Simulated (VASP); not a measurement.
# SnO2 (R3m) in VASP: single point with LDA

Aim: the single point of SnO2 with LDA.

All numbers are computed with VASP 6.6.1; they aren't measurements. Logs are shortened: lines on timing, memory, paths and dates and some standing lists are left out, and cuts for length are marked.

## Step 1: The cell of the first run

It takes space group R3m (No. 160, trigonal). The conventional cell has a = 6.416 Å, b = 6.416 Å, c = 12.244 Å, α = 90.00°, β = 90.00°, γ = 120.00°. Within 2.7 Å of Sn (site symmetry 3m) lie 6 O at 2.03 to 2.14 Å. Within 2.8 Å of Sn (site symmetry m) lie 6 O at 2.09 Å. O (site symmetry 3m) has 3 Sn at 2.09 Å and 6 O at 2.67 to 2.84 Å within 2.9 Å. Within 2.7 Å of O (site symmetry m) lie 3 Sn at 2.03 to 2.09 Å and 3 O at 2.67 Å. O (site symmetry 3m) has 4 Sn at 2.09 to 3.00 Å and 6 O at 2.67 to 2.84 Å within 3.0 Å. Within 2.9 Å of O (site symmetry m) lie 3 Sn at 2.09 to 2.14 Å and 6 O at 2.67 to 2.84 Å.

## Step 2: Single point, LDA (atom 1 (Sn) moved +0.120 Å along Cartesian [0 0 1])

File INCAR:

```
SYSTEM = SnO2
  PREC = Accurate
  ENCUT = 520
  EDIFF = 1E-6
  ISMEAR = 0
  SIGMA = 0.05
  LREAL = .FALSE.
  LASPH = .TRUE.
  NELM = 60
  ALGO = Normal
  ISIF = 2
  LWAVE = .FALSE.
  LCHARG = .FALSE.
  NBANDS = 64
```

File KPOINTS:

```
regular mesh
0
G
  6 6 6
  0 0 0
```

File POSCAR:

```
SnO2
1.0
   -3.2078313831     -1.8520423126      4.0813809037
    3.2078313831     -1.8520423126      4.0813809037
    0.0000000000      3.7040846251      4.0813809037
Sn O
4 8
Direct
    0.5098006045      0.5098006045      0.5098006045
    1.0000000000      1.0000000000      0.5000000000
    1.0000000000      0.5000000000      0.0000000000
    0.5000000000      1.0000000000      0.0000000000
    0.2451905456      0.2451905456      0.2451905456
    0.7451905456      0.7451905456      0.2451905456
    0.7451905456      0.2451905456      0.7451905456
    0.2451905456      0.7451905456      0.7451905456
    0.7548094544      0.7548094544      0.7548094544
    0.2548094544      0.2548094544      0.7548094544
    0.2548094544      0.7548094544      0.2548094544
    0.7548094544      0.2548094544      0.2548094544
```

Potentials or basis: VASP PAW LDA potentials, release 64 (Sn_d, O).

Launch:

```sh
$ cat potpaw_LDA.64/Sn_d/POTCAR potpaw_LDA.64/O/POTCAR > POTCAR
$ mpirun -np 1 vasp_std > vasp.out
```

OUTCAR:

```text
SYSTEM = SnO2
   PREC = Accurate
   ENCUT = 520
   EDIFF = 1E-6
   ISMEAR = 0
   LREAL = .FALSE.
   LASPH = .TRUE.
   NELM = 60
   ISIF = 2

 ion  position               nearest neighbor table
   1  0.510  0.510  0.510-   7 2.03   8 2.03   6 2.03  11 2.14  12 2.14  10 2.14   2 3.21   2 3.21
                             3 3.21   4 3.21   4 3.21   3 3.21
   2  0.000  0.000  0.500-   7 2.09   8 2.09  11 2.09  12 2.09   5 2.09   9 2.09   3 3.21   4 3.21
                             3 3.21   4 3.21   1 3.21   1 3.21
   3  0.000  0.500  0.000-   5 2.09   6 2.09   9 2.09  10 2.09   8 2.09  12 2.09   4 3.21   4 3.21
                             2 3.21   2 3.21   1 3.21   1 3.21
   4  0.500  0.000  0.000-   5 2.09   6 2.09   9 2.09  10 2.09   7 2.09  11 2.09   3 3.21   3 3.21
                             2 3.21   2 3.21   1 3.21   1 3.21
   5  0.245  0.245  0.245-   3 2.09   4 2.09   2 2.09
   6  0.745  0.745  0.245-   1 2.03   3 2.09   4 2.09
   7  0.745  0.245  0.745-   1 2.03   2 2.09   4 2.09
   8  0.245  0.745  0.745-   1 2.03   2 2.09   3 2.09
   9  0.755  0.755  0.755-   3 2.09   4 2.09   2 2.09
  10  0.255  0.255  0.755-   3 2.09   4 2.09   1 2.14
  11  0.255  0.755  0.255-   2 2.09   4 2.09   1 2.14
  12  0.755  0.255  0.255-   2 2.09   3 2.09   1 2.14

  LATTYP: Found a trigonal (rhomboedric) cell.
 ALAT       =     5.5116161869
 COS(alpha) =     0.3225221110

  Lattice vectors:

 A1 = (  -3.2078313831,  -1.8520423126,   4.0813809037)
 A2 = (   3.2078313831,  -1.8520423126,   4.0813809037)
 A3 = (   0.0000000000,   3.7040846251,   4.0813809037)

Analysis of symmetry for initial positions (statically):
=====================================================================
 Subroutine PRICEL returns:
 Original cell was already a primitive cell.

 Routine SETGRP: Setting up the symmetry group for a
 trigonal (rhombohedral) supercell.

 Subroutine GETGRP returns: Found  6 space group operations
 (whereof  6 operations were pure point group operations)
 out of a pool of 12 trial point group operations.

The static configuration has the point symmetry C_3v.

Analysis of symmetry for dynamics (positions and initial velocities):
=====================================================================
 Subroutine PRICEL returns:
 Original cell was already a primitive cell.

 Routine SETGRP: Setting up the symmetry group for a
 trigonal (rhombohedral) supercell.

 Subroutine GETGRP returns: Found  6 space group operations
 (whereof  6 operations were pure point group operations)
 out of a pool of 12 trial point group operations.

The dynamic configuration has the point symmetry C_3v.

 Subroutine INISYM returns: Found  6 space group operations
 (whereof  6 operations are pure point group operations),
 and found     1 'primitive' translations

----------------------------------------------------------------------------------------

                                     Primitive cell

  volume of cell :     145.4859

  direct lattice vectors                    reciprocal lattice vectors
    -3.207831383 -1.852042313  4.081380904    -0.155868542 -0.089990745  0.081671704
     3.207831383 -1.852042313  4.081380904     0.155868542 -0.089990745  0.081671704
     0.000000000  3.704084625  4.081380904     0.000000000  0.179981489  0.081671704

  length of vectors
     5.511616187  5.511616187  5.511616187     0.197645146  0.197645146  0.197645146

  position of ions in fractional coordinates (direct lattice)
     0.509800605  0.509800605  0.509800605
     0.000000000  0.000000000  0.500000000
     0.000000000  0.500000000  0.000000000
     0.500000000  0.000000000  0.000000000
     0.245190546  0.245190546  0.245190546
     0.745190546  0.745190546  0.245190546
     0.745190546  0.245190546  0.745190546
     0.245190546  0.745190546  0.745190546
     0.754809454  0.754809454  0.754809454
     0.254809454  0.254809454  0.754809454
     0.254809454  0.754809454  0.254809454
     0.754809454  0.254809454  0.254809454

  ion indices of the primitive-cell ions
   primitive index   ion index
                 1           1
                 2           2
                 3           3
                 4           4
                 5           5
                 6           6
                 7           7
                 8           8
                 9           9
                10          10
                11          11
                12          12

----------------------------------------------------------------------------------------

 KPOINTS: regular mesh

Automatic generation of k-mesh.
 Grid dimensions read from file:
 generate k-points for:    6    6    6

 Generating k-lattice:

  Cartesian coordinates                     Fractional coordinates (reciprocal lattice)
    -0.025978090 -0.014998457  0.013611951     0.166666667 -0.000000000 -0.000000000
     0.025978090 -0.014998457  0.013611951    -0.000000000  0.166666667 -0.000000000
     0.000000000  0.029996915  0.013611951    -0.000000000 -0.000000000  0.166666667

  Length of vectors
     0.032940858  0.032940858  0.032940858

  Shift w.r.t. Gamma in fractional coordinates (k-lattice)
     0.000000000  0.000000000  0.000000000

 Subroutine IBZKPT returns following result:
 ===========================================

 Found     32 irreducible k-points:

 Following reciprocal coordinates:
            Coordinates               Weight
  0.000000  0.000000  0.000000      1.000000
  0.166667 -0.000000  0.000000      6.000000
  0.333333 -0.000000  0.000000      6.000000
  0.500000 -0.000000  0.000000      3.000000
  0.166667  0.166667 -0.000000      6.000000
  0.333333  0.166667  0.000000     12.000000
[... 16 lines left out ...]
  0.500000  0.500000  0.166667      6.000000
 -0.333333  0.500000  0.166667     12.000000
 [... further k-points ...]
   k-points           NKPTS =     32   k-points in BZ     NKDIM =     32   number of bands    NBANDS=     64
   number of dos      NEDOS =    301   number of ions     NIONS =     12
   total plane-waves  NPLWV =  74088
   dimension x,y,z NGX =    42 NGY =   42 NGZ =   42
   dimension x,y,z NGXF=    84 NGYF=   84 NGZF=   84
   ions per type =               4   8
   NGX,Y,Z   is equivalent  to a cutoff of  12.67, 12.67, 12.67 a.u.
   NGXF,Y,Z  is equivalent  to a cutoff of  25.34, 25.34, 25.34 a.u.
 SYSTEM =  SnO2
   PREC   = accura    normal or accurate (medium, high low for compatibility)
   ISTART =      0    job   : 0-new  1-cont  2-samecut
   ICHARG =      2    charge: 1-file 2-atom 10-const
   ISPIN  =      1    spin polarized calculation?
   LNONCOLLINEAR =      F non collinear calculations
   LSORBIT =      F    spin-orbit coupling
   LASPH  =      T    aspherical Exc in radial PAW
   ENCUT  =  520.0 eV  38.22 Ry    6.18 a.u.  10.25 10.25 10.25*2*pi/ulx,y,z
   NELM   =     60;   NELMIN=  2; NELMDL= -5     # of ELM steps
   EDIFF  = 0.1E-05   stopping-criterion for ELM
   LREAL  =      F    real-space projection
   EDIFFG = 0.1E-04   stopping-criterion for IOM
   NSW    =      0    number of steps for IOM
   IBRION =     -1    ionic relax: 0-MD 1-quasi-New 2-CG
   NFREE  =      0    steps in history (QN), initial steepest desc. (CG)
   ISIF   =      2    stress and relaxation
   ISYM   =      2    0-nonsym 1-usesym 2-fastsym
   POTIM  = 0.5000    time-step for ionic-motion
   TEBEG  =    0.0;   TEEND  =   0.0 temperature during run
   PSTRESS=    0.0 pullay stress
   NELECT =     104.0000    total number of electrons
   NUPDOWN=      -1.0000    fix difference up-down
   EMIN   =  10.00;   EMAX   =-10.00  energy-range for DOS
   EFERMI =   0.00;   METHOD = LEGACY
   ISMEAR =     0;   SIGMA  =   0.05  broadening in eV -4-tet -1-fermi 0-gaus
   EFERMI_NEDOS =   21; number of points for ismear=-14 and -15
   IALGO  =     38    algorithm
   IMIX   =      4    mixing-type and parameters
     AMIX     =   0.40;   BMIX     =  1.00
     AMIX_MAG =   1.60;   BMIX_MAG =  1.00
  volume/ion in A,a.u.               =      12.12        81.82
  Fermi-wavevector in a.u.,A,eV,Ry     =   1.463791  2.766163 29.152978  2.142683
  Thomas-Fermi vector in A             =   2.579844
   LORBIT       =      0    0 simple, 1 ext, 2 COOP (PROOUT), +10 PAW based schemes
   GGA     = CA    functional components
   LHFCALC =     F    Hartree Fock is set to
   AEXX    =    0.0000 exact exchange contribution
   IVDW    =     0    specifies the selected vdW correction
   LEPSILON=     F    determine dielectric tensor
   LRPA    =     F    only Hartree local field effects (RPA)
 non-spin polarized calculation
 Gauss-broadening in eV      SIGMA  =   0.05
  energy-cutoff  :      520.00
  volume of cell :      145.49
 maximum number of plane-waves:      3946
 NGX is ok and might be reduce to    42
   NGX = 21   NGY = 21   NGZ = 21

 number of electron     104.0000021 magnetization

 Free energy of the ion-electron system (eV)
  ---------------------------------------------------
  ext. energy  EPLUGINS =         0.00000000
  ---------------------------------------------------
  free energy    TOTEN  =       -82.16300539 eV

  energy without entropy =      -82.16300539  energy(sigma->0) =      -82.16300539

 E-fermi :   5.9067     XC(G=0): -11.6872

 val. band max:        5.6234601246   @ k =   0.0000   0.0000   0.0000
 cond. band min:       7.0609324295   @ k =   0.0000   0.0000   0.0000
 fundamental gap:      1.4374723049
 Fermi energy:         5.9067265345

 k-point     1 :       0.0000    0.0000    0.0000
  band No.  band energies     occupation
      1     -15.3659      2.00000
      2     -15.3659      2.00000
      3     -15.3586      2.00000
      4     -14.7888      2.00000
      5     -14.4743      2.00000
      6     -14.4743      2.00000
[... 1597 lines left out ...]
     63      15.0674      0.00000
     64      15.2330      0.00000

 [... further k-points ...]

------------------------ aborting loop because EDIFF is reached ----------------------------------------

  FORCE on cell =-STRESS in cart. coord.  units (eV):
  Direction    XX          YY          ZZ          XY          YZ          ZX
  --------------------------------------------------------------------------------------
  -------------------------------------------------------------------------------------
  Total        1.4962151      1.4962151      0.1226763      0.0000000     -0.0000000      0.0000000
  in kB       16.4772150     16.4772150      1.3509845      0.0000000     -0.0000000      0.0000000
  external PRESSURE =      11.4351381 kB  Pullay stress =       0.0000000 kB

 VOLUME and BASIS-vectors are now :
 -----------------------------------------------------------------------------
  energy-cutoff  :      520.00
  volume of cell :      145.49
      direct lattice vectors                 reciprocal lattice vectors
    -3.207831383 -1.852042313  4.081380904    -0.155868542 -0.089990745  0.081671704
     3.207831383 -1.852042313  4.081380904     0.155868542 -0.089990745  0.081671704
     0.000000000  3.704084625  4.081380904     0.000000000  0.179981489  0.081671704

 POSITION                                       TOTAL-FORCE (eV/Angst)
 -----------------------------------------------------------------------------------
      0.00000     -0.00000      6.24207         0.000000      0.000000     -1.301449
      0.00000      1.85204      2.04069         0.000000     -0.445474     -0.182725
      1.60392     -0.92602      2.04069        -0.385792      0.222737     -0.182725
     -1.60392     -0.92602      2.04069         0.385792      0.222737     -0.182725
      0.00000     -0.00000      3.00215         0.000000     -0.000000      0.087823
      0.00000     -1.85204      7.08353         0.000000     -0.391664      0.377047
     -1.60392      0.92602      7.08353        -0.339191      0.195832      0.377047
      1.60392      0.92602      7.08353         0.339191      0.195832      0.377047
      0.00000     -0.00000      9.24199         0.000000      0.000000     -0.077623
      0.00000      1.85204      5.16061         0.000000     -0.267399      0.236095
      1.60392     -0.92602      5.16061        -0.231574      0.133699      0.236095
     -1.60392     -0.92602      5.16061         0.231574      0.133699      0.236095
 -----------------------------------------------------------------------------------
    total drift:                                0.000000     -0.000000      0.000174

  FREE ENERGIE OF THE ION-ELECTRON SYSTEM (eV)
  ---------------------------------------------------
  free  energy   TOTEN  =       -82.1630053878 eV

  energy  without entropy=      -82.1630053878  energy(sigma->0) =      -82.16300539
```

It took 3.7 min on 1 thread of Intel Xeon Platinum 8488C (Sapphire Rapids), shared host; peak memory 0.34 GiB.

Results:

```
Free energy            : -82.1630 eV
Pressure               : 1.1 GPa
Largest force          : 1.301 eV/Å
Band gap on the k mesh : 1.44 eV
```

Forces on the atoms (eV/Å):
```
Sn   0.000  0.000 -1.301
Sn   0.000 -0.445 -0.183
Sn  -0.386  0.223 -0.183
Sn   0.386  0.223 -0.183
O    0.000  0.000  0.088
O    0.000 -0.392  0.377
O   -0.339  0.196  0.377
O    0.339  0.196  0.377
O    0.000  0.000 -0.078
O    0.000 -0.267  0.236
O   -0.232  0.134  0.236
O    0.232  0.134  0.236
```

Stress tensor (GPa, compression positive):
```
1.65 0.00 0.00
0.00 1.65 0.00
0.00 0.00 0.14
```

Caveat: the cell differs from its parent crystal (atom 1 (Sn) moved +0.120 Å along Cartesian [0 0 1]); spin-orbit coupling is left out, which moves the levels of the heavy elements; forces of over 1 eV/Å act on the atoms, so gaps and moduli don't describe the material at rest.
